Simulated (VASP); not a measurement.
Write the native input for VASP 6.6.1 that does the following.

```yaml
Task: single point
Functional: PBEsol
Potentials_or_basis: VASP PAW PBE potentials, release 64 (Si, C)
Cutoff: 520 eV
k_mesh: 8 × 8 × 8
Occupations: fermi-dirac, width 0.03 eV
Spin: no spin polarisation
Dipole_correction: no
Further_INCAR_settings: ALGO = Normal; EDIFF = 1e-07; NBANDS = 11
```

The structure of SiC lies in POSCAR:

```
SiC
1.0
    0.0000000000      2.1783421363      2.1783421363
    2.1783421363      0.0000000000      2.1783421363
    2.1783421363      2.1783421363      0.0000000000
Si C
1 1
Direct
    0.0000000000      0.0000000000      0.0000000000
    0.2500000000      0.2500000000      0.2500000000
```

These files were run (other wordings do the same):

INCAR

```
ALGO = Normal
EDIFF = 1E-7
ENCUT = 520
GGA = PS
ISIF = 2
ISMEAR = -1
LASPH = True
LCHARG = True
LELF = True
LREAL = False
LVHAR = True
LWAVE = False
NBANDS = 11
NELM = 60
PREC = Accurate
SIGMA = 0.03
```

KPOINTS

```
k-points
0
Gamma
  8 8 8
```

Potentials or basis: VASP PAW PBE potentials, release 64 (Si, C).

Run with:

```sh
$ cat potpaw_PBE.64/Si/POTCAR potpaw_PBE.64/C/POTCAR > POTCAR
$ mpirun -np 1 vasp_std > vasp.out
```

Results of the run:

```json
{
 "Pressure": "0.4 GPa",
 "Band gap on the k mesh": "1.23 eV, indirect (least direct gap 4.44 eV)"
}
```

Caveat: the PAW data sets were made with another functional, which shifts forces and pressure a little.

It took 14 s on 1 thread of Intel Xeon 8259CL (shared host), peak memory 0.13 GiB.
